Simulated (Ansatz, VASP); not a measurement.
## Sc5Te: VASP beside Ansatz

The input INCAR:

```
ALGO = Normal ; EDIFF = 1E-7
ENCUT = 520 ; GGA = PE
ISIF = 2 ; ISMEAR = 0
ISPIN = 2 ; LASPH = T
LCHARG = F ; LMAXMIX = 4
LORBIT = 11 ; LREAL = F
LWAVE = F ; MAGMOM = 1 1 1 1 1 0
NBANDS = 44 ; NELM = 150
PREC = Accurate ; SIGMA = 0.1
```

The input KPOINTS:

```
k-points
0
Gamma
  4 4 2
```

POSCAR

```
Sc5Te
1.0
    3.7868009000      0.0000000000      0.0000000000
    0.0000000000      3.7868009000      0.0000000000
    0.0000000000      0.0000000000     10.0421327000
Sc Te
5 1
Direct
    0.5000000000      0.5000000000      0.3329780000
    0.5000000000      0.5000000000      0.6670220000
    0.0000000000      0.0000000000      0.1576160000
    0.0000000000      0.0000000000      0.8423840000
    0.0000000000      0.0000000000      0.5000000000
    0.5000000000      0.5000000000      0.0000000000
```

Input for Ansatz:

```yaml
crystal:
  lattice:
    - [3.7868009, 0.0, 0.0]
    - [0.0, 3.7868009, 0.0]
    - [0.0, 0.0, 10.0421327]
  atoms:
    - { symbol: Sc, position: [0.5, 0.5, 0.332978], spin: 1.0 }
    - { symbol: Sc, position: [0.5, 0.5, 0.667022], spin: 1.0 }
    - { symbol: Sc, position: [0.0, 0.0, 0.157616], spin: 1.0 }
    - { symbol: Sc, position: [0.0, 0.0, 0.842384], spin: 1.0 }
    - { symbol: Sc, position: [0.0, 0.0, 0.5], spin: 1.0 }
    - { symbol: Te, position: [0.5, 0.5, 0.0] }
basis:
  ecutwfc: 420
kpoints:
  mp_grid: { grid: [4, 4, 2] }
hamiltonian:
  xc: pbe
scf:
  occupations: { method: gaussian, width: 0.1 }
  lower_state_search: "off"
output:
  forces: true
  stress: true
  eigenvalues: true
  populations: true
magnetization:
  spin_polarized: true
```

Change from the starting cell: relaxed end of: species swapped into the Hf5Pb type (P4/mmm, No. 123).

Alike in both runs: task single point; functional PBE; k mesh 4 × 4 × 2; occupations gaussian, width 0.1 eV; collinear spin.

```csv
,VASP,Ansatz
version,VASP 6.6.1,Ansatz 0.2.0
potentials or method,"VASP PAW PBE potentials, release 64 (Sc_sv, Te), cutoff 520 eV","scalar-relativistic, plane waves, PAW"
valence electrons in the cell,61,71
```

Ansatz gave:

```
gap on the k mesh at the Fermi level (eV)                     : none
pressure (GPa)                                                : -0.1
traceless stress, the component that is largest in VASP (GPa) : 0.08
rms of the force components (eV/Å)                            : 0.020
net moment per atom (μB)                                      : 0.22
size of the moment on the site where the two differ most (μB) : 0.19
```

**Question.** Which values does VASP return?

**Answer.** gap on the k mesh at the Fermi level (eV): none; pressure (GPa): 0.0; traceless stress, the component that is largest in VASP (GPa): 0.09; rms of the force components (eV/Å): 0.018; net moment per atom (μB): 0.22; size of the moment on the site where the two differ most (μB): 0.17.

Site moments also hang on the region over which each program counts them. Atom by atom the forces differ by 0.002 eV/Å (rms over components). A gap of «none» marks a metal or a gap that the smearing closes. The functional is the same, so the differences come from potentials, cutoffs and numerics. VASP's potentials hold 61 valence electrons a cell and Ansatz's 71, so a difference there can come from the potentials and not from the codes.

The k mesh is coarse, so the values compare programs but aren't converged. Spin-orbit coupling is off throughout.
